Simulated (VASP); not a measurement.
Mg5Te2, 7 atoms in the cell. The structure is trigonal, space group P-3m1 (No. 164). The conventional cell has a = 4.102 Å, b = 4.102 Å, c = 13.438 Å, α = 90.00°, β = 90.00°, γ = 120.00°. Within 3.8 Å of Mg (site symmetry 3m) lie 3 Te at 2.92 Å and 3 Mg at 3.18 Å. Mg (site symmetry 3m) has 12 Mg at 3.18 to 4.10 Å and 1 Te at 3.83 Å within 4.2 Å. Within 3.9 Å of Mg (site symmetry -3m) lie 6 Te at 2.97 Å. Within 3.8 Å of Te (site symmetry 3m) lie 6 Mg at 2.92 to 2.97 Å. 

```yaml
Program: VASP 6.6.1
Task: single point
Functional: PBE
Potentials_or_basis: VASP PAW PBE potentials, release 64 (Mg, Te)
Cutoff: 520 eV
k_mesh: 5 × 5 × 2
Occupations: gaussian, width 0.2 eV
Spin: no spin polarisation
Dipole_correction: no
Further_INCAR_settings: ALGO = Fast; EDIFF = 1e-06; NBANDS = 20
```

Potentials or basis: VASP PAW PBE potentials, release 64 (Mg, Te).

The run is started by

```console
$ cat potpaw_PBE.64/Mg/POTCAR potpaw_PBE.64/Te/POTCAR > POTCAR
$ mpirun -np 1 vasp_std > vasp.out
```

Hardware: 1 thread of Intel(R) Xeon(R) 6975P-C (Granite Rapids) (shared host).

**Question.** Estimate the wall time of this run.

**Answer.** Wall time 22 s on 1 thread of Intel(R) Xeon(R) 6975P-C (Granite Rapids) (shared host), peak memory 0.32 GiB. Counts: scf iterations 14, k points 10.
